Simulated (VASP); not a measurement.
Wanted: the native input for a VASP 6.6.1 run.

| Item | Value |
| --- | --- |
| Task | dielectric tensor |
| Functional | PBE |
| Potentials or basis | VASP PAW PBE potentials, release 64 (Cd, Se) |
| Cutoff | 520 eV |
| k mesh | 8 × 8 × 8 |
| Occupations | gaussian, width 0.01 eV |
| Spin | no spin polarisation |
| Dipole correction | no |
| Further INCAR settings | ALGO = Normal; EDIFF = 1e-08 |

The structure of CdSe lies in POSCAR:

```
CdSe
1.0
    0.0000000000      3.0702711986      3.0702711986
    3.0702711986      0.0000000000      3.0702711986
    3.0702711986      3.0702711986      0.0000000000
Cd Se
1 1
Direct
    0.0000000000      0.0000000000      0.0000000000
    0.2500000000      0.2500000000      0.2500000000
```

One way to write it, as run:

INCAR

```
SYSTEM = CdSe
PREC = Accurate
ENCUT = 520
EDIFF = 1E-8
ISMEAR = 0
SIGMA = 0.01
LREAL = .False.
LASPH = .True.
NELM = 100
ALGO = Normal
ISIF = 2
LWAVE = .False.
LCHARG = .False.
GGA = PE
LEPSILON = .True.
```

KPOINTS

```
Automatic mesh
0
Gamma
  8 8 8
  0 0 0
```

Potentials or basis: VASP PAW PBE potentials, release 64 (Cd, Se).

Command:

```bash
$ cat potpaw_PBE.64/Cd/POTCAR potpaw_PBE.64/Se/POTCAR > POTCAR
$ mpirun -np 1 vasp_std > vasp.out
```

Results of the run:

The band gap on the k mesh is 0.55 eV, direct, the electronic dielectric tensor (diagonal) is 12.55 and the born charges (mean of the diagonal) is Cd +2.39; Se -2.39 e.

Caveat: the gap is small at this level, which inflates the dielectric constant.

Run time: 3 min on 1 thread of Intel(R) Xeon(R) Platinum 8488C (Sapphire Rapids) (shared host), peak memory 0.34 GiB.
